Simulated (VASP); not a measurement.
Set up this calculation in VASP 6.6.1, as the native input.

* Task: relaxation of cell and atoms
* Functional: PBEsol
* Potentials or basis: VASP PAW PBE potentials, release 64 (Hf_pv)
* Cutoff: 500 eV
* k mesh: 18 × 18 × 10
* Occupations: fermi-dirac, width 0.1 eV
* Spin: no spin polarisation
* Target pressure: 2 GPa
* Dipole correction: no
* Further INCAR settings: ALGO = Normal; EDIFF = 1e-07; IBRION = 2; EDIFFG = -0.002; NSW = 100; ISIF = 3

The structure of Hf lies in POSCAR:

```
Hf
1.0
    3.1581217154      0.0000000000      0.0000000000
   -1.5790608577      2.7350136338      0.0000000000
    0.0000000000      0.0000000000      5.0042329878
Hf
2
Direct
    0.3333333333      0.6666666667      0.2500000000
    0.6666666667      0.3333333333      0.7500000000
```

These files were run (other wordings do the same):

INCAR

```
SYSTEM = Hf
  ALGO = Normal
  EDIFF = 1E-7
  EDIFFG = -0.002
  ENCUT = 500
  GGA = PS
  GGA_COMPAT = .False.
  IBRION = 2
  ISIF = 3
  ISMEAR = -1
  LASPH = .True.
  LCHARG = .False.
  LREAL = .False.
  LWAVE = .False.
  NELM = 120
  NELMIN = 4
  NSW = 100
  PREC = Accurate
  PSTRESS = 20.0
  SIGMA = 0.1
```

KPOINTS

```
k-points
0
Gamma
  18 18 10
  0 0 0
```

Potentials or basis: VASP PAW PBE potentials, release 64 (Hf_pv).

The run is started by

```console
$ cat potpaw_PBE.64/Hf_pv/POTCAR > POTCAR
$ mpirun -np 1 vasp_std > vasp.out
```

It gave:

| Property | Result |
| --- | --- |
| Relaxed volume | 21.18 Å³/atom |
| Relaxed cell | a = 3.137 Å, b = 3.137 Å, c = 4.971 Å, α = 90.00°, β = 90.00°, γ = 120.00° |
| Space group after relaxing (to 0.1 Å) | P6_3/mmc (No. 194) |
| Energy change on relaxing (the run minimises the enthalpy) | +2.1 meV/atom |
| Ionic steps | 7 |
| Pressure after relaxing | 2.0 GPa |
| Band gap on the k mesh | zero (bands 10 and 11 overlap by 1.56 eV) |

Caveat: the cell is relaxed towards a set pressure, so the run minimises the enthalpy, not the energy; the PAW data sets were made with another functional, which shifts forces and pressure a little; spin-orbit coupling is left out, which moves the levels of the heavy elements.

It took 2.5 min on 1 thread of Intel(R) Xeon(R) 6975P-C (Granite Rapids) (shared host), peak memory 0.25 GiB.
